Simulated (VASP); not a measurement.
# SiC (zincblende type) (F-43m) in VASP: notebook

SiC (zincblende type) is run at these levels: PBE; tasks: relaxation of cell and atoms, single point.

All numbers are computed with VASP 6.6.1; they aren't measurements. Logs are shortened: lines on timing, memory, paths and dates and some standing lists are left out, and cuts for length are marked.

### 1 The cell of the first run

It takes space group F-43m (No. 216, cubic). The conventional cell has a = 3.712 Å, b = 3.712 Å, c = 3.712 Å, α = 90.00°, β = 90.00°, γ = 90.00°. Si (site symmetry -43m) has 4 C at 1.61 Å within 2.1 Å. Within 2.1 Å of C (site symmetry -43m) lie 4 Si at 1.61 Å.

### 2 Relaxation of cell and atoms, PBE, target pressure 190 GPa, at which the enthalpy is minimised

INCAR

```
SYSTEM = SiC
ALGO = Normal ; EDIFF = 1E-6
EDIFFG = -0.005 ; ENCUT = 600
GGA = PE ; IBRION = 2
ISIF = 3 ; ISMEAR = -1
LASPH = .TRUE. ; LCHARG = .FALSE.
LREAL = .FALSE. ; LWAVE = .FALSE.
NELM = 100 ; NSW = 60
PREC = Accurate ; PSTRESS = 1900.0
SIGMA = 0.05
```

KPOINTS

```
k-points
0
G
  17 17 17
  0 0 0
```

POSCAR

```
SiC
1.0
    0.0000000000      1.8558106285      1.8558106285
    1.8558106285      0.0000000000      1.8558106285
    1.8558106285      1.8558106285      0.0000000000
Si C
1 1
Direct
    0.0000000000      0.0000000000      0.0000000000
    0.2500000000      0.2500000000      0.2500000000
```

Potentials or basis: VASP PAW PBE potentials, release 64 (Si, C).

Command:

```bash
> cat potpaw_PBE.64/Si/POTCAR potpaw_PBE.64/C/POTCAR > POTCAR
> mpirun -np 1 vasp_std > vasp.out
```

OUTCAR:

```text
SYSTEM = SiC
   EDIFF = 1E-6
   EDIFFG = -0.005
   ENCUT = 600
   GGA = PE
   IBRION = 2
   ISIF = 3
   ISMEAR = -1
   LASPH = .TRUE.
   LREAL = .FALSE.
   NELM = 100
   NSW = 60
   PREC = Accurate
   PSTRESS = 1900.0

 ion  position               nearest neighbor table
   1  0.000  0.000  0.000-   2 1.61   2 1.61   2 1.61   2 1.61
   2  0.250  0.250  0.250-   1 1.61   1 1.61   1 1.61   1 1.61

  LATTYP: Found a face centered cubic cell.
 ALAT       =     3.7116212570

  Lattice vectors:

 A1 = (   0.0000000000,   1.8558106285,   1.8558106285)
 A2 = (   1.8558106285,   0.0000000000,   1.8558106285)
 A3 = (   1.8558106285,   1.8558106285,   0.0000000000)

Analysis of symmetry for initial positions (statically):
=====================================================================
 Subroutine PRICEL returns:
 Original cell was already a primitive cell.

 Routine SETGRP: Setting up the symmetry group for a
 face centered cubic supercell.

 Subroutine GETGRP returns: Found 24 space group operations
 (whereof 24 operations were pure point group operations)
 out of a pool of 48 trial point group operations.

The static configuration has the point symmetry T_d .

Analysis of symmetry for dynamics (positions and initial velocities):
=====================================================================
 Subroutine PRICEL returns:
 Original cell was already a primitive cell.

 Routine SETGRP: Setting up the symmetry group for a
 face centered cubic supercell.

 Subroutine GETGRP returns: Found 24 space group operations
 (whereof 24 operations were pure point group operations)
 out of a pool of 48 trial point group operations.

The dynamic configuration has the point symmetry T_d .

 Subroutine INISYM returns: Found 24 space group operations
 (whereof 24 operations are pure point group operations),
 and found     1 'primitive' translations

----------------------------------------------------------------------------------------

                                     Primitive cell

  volume of cell :      12.7829

  direct lattice vectors                    reciprocal lattice vectors
     0.000000000  1.855810629  1.855810629    -0.269424042  0.269424042  0.269424042
     1.855810629  0.000000000  1.855810629     0.269424042 -0.269424042  0.269424042
     1.855810629  1.855810629  0.000000000     0.269424042  0.269424042 -0.269424042

  length of vectors
     2.624512560  2.624512560  2.624512560     0.466656129  0.466656129  0.466656129

  position of ions in fractional coordinates (direct lattice)
     0.000000000  0.000000000  0.000000000
     0.250000000  0.250000000  0.250000000

  ion indices of the primitive-cell ions
   primitive index   ion index
[... 94 lines left out ...]
     AMIX_MAG =   1.60;   BMIX_MAG =  1.00
  volume/ion in A,a.u.               =       6.39        43.13
  Fermi-wavevector in a.u.,A,eV,Ry     =   1.400322  2.646224 26.679678  1.960901
  Thomas-Fermi vector in A             =   2.523294
   LORBIT       =      0    0 simple, 1 ext, 2 COOP (PROOUT), +10 PAW based schemes
   GGA     = PE    functional components
   LHFCALC =     F    Hartree Fock is set to
   AEXX    =    0.0000 exact exchange contribution
   IVDW    =     0    specifies the selected vdW correction
   LEPSILON=     F    determine dielectric tensor
   LRPA    =     F    only Hartree local field effects (RPA)
 conjugate gradient relaxation of ions
 non-spin polarized calculation
  energy-cutoff  :      600.00
  volume of cell :       12.78
 maximum number of plane-waves:       444
 NGX is ok and might be reduce to    24
   NGX = 11   NGY = 11   NGZ = 11

--------------------------------------- Ionic step        1  -------------------------------------------

 number of electron       8.0000000 magnetization

 Free energy of the ion-electron system (eV)
  ---------------------------------------------------
  ext. energy  EPLUGINS =         0.00000000
  ---------------------------------------------------
  free energy    TOTEN  =       -10.43615471 eV

  energy without entropy =      -10.43615292  energy(sigma->0) =      -10.43615382

------------------------ aborting loop because EDIFF is reached ----------------------------------------

  FORCE on cell =-STRESS in cart. coord.  units (eV):
  Direction    XX          YY          ZZ          XY          YZ          ZX
  --------------------------------------------------------------------------------------
  -------------------------------------------------------------------------------------
  Total       21.2452443     21.2452443     21.2452443     -0.0000000      0.0000000      0.0000000
  in kB     2662.8171304   2662.8171304   2662.8171304     -0.0000000      0.0000000      0.0000000
  external PRESSURE =     762.8171304 kB  Pullay stress =    1900.0000000 kB
[... 25 lines left out ...]
--------------------------------------- Ionic step        2  -------------------------------------------

 number of electron       7.9999999 magnetization

 E-fermi :   9.6203     XC(G=0): -11.6677

 val. band max:        8.9201118778   @ k =   0.0000   0.0000   0.0000
 cond. band min:      10.2514578580   @ k =   0.4706   0.4706   0.0000
 fundamental gap:      1.3313459801
 Fermi energy:         9.6202632625

 k-point     1 :       0.0000    0.0000    0.0000
  band No.  band energies     occupation
      1      -7.0494      2.00000
      2       8.9201      2.00000
      3       8.9201      2.00000
      4       8.9201      2.00000
      5      15.9878      0.00000
      6      16.7371      0.00000
      7      16.7371      0.00000
      8      16.7371      0.00000
[... 324 lines left out ...]
  energy  without entropy=      -12.2370945181  energy(sigma->0) =      -12.23709475

  enthalpy is  TOTEN    =         4.4761537798 eV   P V=       16.7132487669

[... ionic steps 4 to 13 ...]

--------------------------------------- Ionic step       14  -------------------------------------------

 number of electron       8.0000000 magnetization

------------------------ aborting loop because EDIFF is reached ----------------------------------------
[... 71 lines left out ...]
--------------------------------------- Ionic step       16  -------------------------------------------

 number of electron       8.0000000 magnetization

 Free energy of the ion-electron system (eV)
  ---------------------------------------------------
  ext. energy  EPLUGINS =         0.00000000
  ---------------------------------------------------
  free energy    TOTEN  =       -12.02285442 eV

  energy without entropy =      -12.02285386  energy(sigma->0) =      -12.02285414

 E-fermi :  13.7447     XC(G=0): -13.1824

 val. band max:       13.2319408967   @ k =  -0.0588   0.0588   0.0000
 cond. band min:      14.1681342751   @ k =   0.4706   0.4706   0.0000
 fundamental gap:      0.9361933784
 Fermi energy:        13.7446916690

 k-point     1 :       0.0000    0.0000    0.0000
  band No.  band energies     occupation
      1      -5.6243      2.00000
      2      13.2183      1.99995
      3      13.2183      1.99995
      4      13.2183      1.99995
      5      23.9389      0.00000
      6      23.9389      0.00000
      7      23.9389      0.00000
      8      24.3481      0.00000
[... 286 lines left out ...]
  energy  without entropy=      -12.0228538616  energy(sigma->0) =      -12.02285414

  enthalpy is  TOTEN    =         4.4698728837 eV   P V=       16.4927273055

 reached required accuracy - stopping structural energy minimisation
```

CONTCAR:

```text
SiC
   1.00000000000000
    -0.0000000000000000    1.9087094397439905    1.9087094397439905
     1.9087094397439905   -0.0000000000000000    1.9087094397439905
     1.9087094397439905    1.9087094397439905    0.0000000000000000
  Si              C
     1     1
Direct
     1.0000000000000000    0.0000000000000000    1.0000000000000000
     0.2500000000000000    0.2500000000000000    0.2500000000000000

  0.00000000E+00  0.00000000E+00  0.00000000E+00
  0.00000000E+00  0.00000000E+00  0.00000000E+00
```

Wall time 32 s (1 thread of Intel Xeon 6975P-C (Granite Rapids), shared host); peak memory 0.15 GiB.

What came out:

| Quantity | Value |
| --- | --- |
| Free energy | -12.0229 eV |
| Relaxed volume | 6.95 Å³/atom |
| Relaxed cell | a = 2.699 Å, b = 2.699 Å, c = 2.699 Å, α = 60.00°, β = 60.00°, γ = 60.00° |
| Space group after relaxing (to 0.05 Å) | F-43m (No. 216) |
| Energy change on relaxing (the enthalpy is what falls) | -793.4 meV/atom |
| Ionic steps | 16 |
| Pressure after relaxing | 189.9 GPa |
| Band gap on the k mesh | 0.94 eV, indirect (least direct gap 4.83 eV) |

The path:
| step | energy change (eV) | largest force (eV/Å) | pressure (GPa) | volume (Å³) |
| --- | --- | --- | --- | --- |
| 1 | 0.0000 | 0.0000 | 266.28 | 12.78 |
| 2 | -4.5135 | 0.0000 | 21.25 | 19.28 |
| 3 | -1.8009 | 0.0000 | 179.40 | 14.09 |
| 4 | -1.5950 | 0.0000 | 189.50 | 13.91 |
| 5 | -1.5674 | 0.0000 | 190.84 | 13.89 |
| 6 | -1.5682 | 0.0000 | 190.80 | 13.89 |
| 7 | -1.5709 | 0.0000 | 190.68 | 13.89 |
| 8 | -1.5709 | 0.0000 | 190.67 | 13.89 |
| 9 | -1.5710 | 0.0000 | 190.67 | 13.89 |
| 10 | -1.5711 | 0.0000 | 190.66 | 13.89 |
| 11 | -1.5713 | 0.0000 | 190.65 | 13.89 |
| 12 | -1.5718 | 0.0000 | 190.63 | 13.89 |
| 13 | -1.5728 | 0.0000 | 190.58 | 13.90 |
| 14 | -1.5748 | 0.0000 | 190.49 | 13.90 |
| 15 | -1.5788 | 0.0000 | 190.30 | 13.90 |
| 16 | -1.5867 | 0.0000 | 189.90 | 13.91 |

Final structure:
```
CELL_PARAMETERS angstrom
0.00000 1.90871 1.90871
1.90871 0.00000 1.90871
1.90871 1.90871 0.00000
ATOMIC_POSITIONS crystal
Si 0.00000 0.00000 0.00000
C 0.25000 0.25000 0.25000
```

Levels at points of the mesh, in eV from the valence-band top:
```csv
k point,band 1,band 2,band 3,band 4,band 5,band 6,band 7,band 8
"(0.00, 0.00, 0.00)",-18.86,-0.01,-0.01,-0.01,10.71,10.71,10.71,11.12
```

Caveat: the cell is relaxed towards a set pressure, so the enthalpy falls and the energy may rise.

(Part 1 of 2 ends here.)
